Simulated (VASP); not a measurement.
Input of a VASP 6.6.1 run:

Contents of POSCAR:

```
CdS
1.0
    4.1500000000      0.0000000000      0.0000000000
   -2.0750000000      3.5940054257      0.0000000000
    0.0000000000      0.0000000000      6.7370000000
Cd S
2 2
Direct
    0.6666666667      0.3333333333      0.5000000000
    0.3333333333      0.6666666667      0.0000000000
    0.6666666667      0.3333333333      0.8750000000
    0.3333333333      0.6666666667      0.3750000000
```

File INCAR.step1:

```
  PREC = Accurate
  ENCUT = 520
  EDIFF = 1E-5
  ISMEAR = -1
  SIGMA = 0.05
  LREAL = F
  LASPH = T
  NELM = 80
  ALGO = Normal
  ISIF = 2
  LWAVE = T
  NBANDS = 26
  GGA = PE
```

The input INCAR.step2:

```
  PREC = Accurate
  ENCUT = 520
  EDIFF = 1E-7
  ISMEAR = -1
  SIGMA = 0.05
  LREAL = F
  LASPH = T
  NELM = 80
  ALGO = Normal
  ISIF = 2
  LWAVE = F
  LCHARG = T
  GGA = PE
  LHFCALC = T
  AEXX = 0.15
  HFSCREEN = 0.2
  PRECFOCK = Normal
  LELF = T
  LVHAR = T
  NBANDS = 26
  ISTART = 1
```

KPOINTS

```
Automatic mesh
0
Gamma
  4 4 2
```

Potentials or basis: VASP PAW PBE potentials, release 64 (Cd, S).

The run is started by

```sh
$ cat potpaw_PBE.64/Cd/POTCAR potpaw_PBE.64/S/POTCAR > POTCAR
$ cp INCAR.step1 INCAR
$ mpirun -np 1 vasp_std > vasp.out
$ cp INCAR.step2 INCAR
$ mpirun -np 1 vasp_std > vasp.out
```

Q: Estimate the band gap on the k mesh.

A: 1.82 eV.

Q: Estimate the largest force.

A: 0.060 eV/Å.

Q: Estimate the pressure.

A: 1.7 GPa.

Stress tensor (GPa, compression positive):
```
1.59 0.00 0.00
0.00 1.59 0.00
0.00 0.00 1.99
```

Caveat: the k points lie up to 0.47 Å⁻¹ apart; the PAW data sets were made with another functional, which shifts forces and pressure a little.
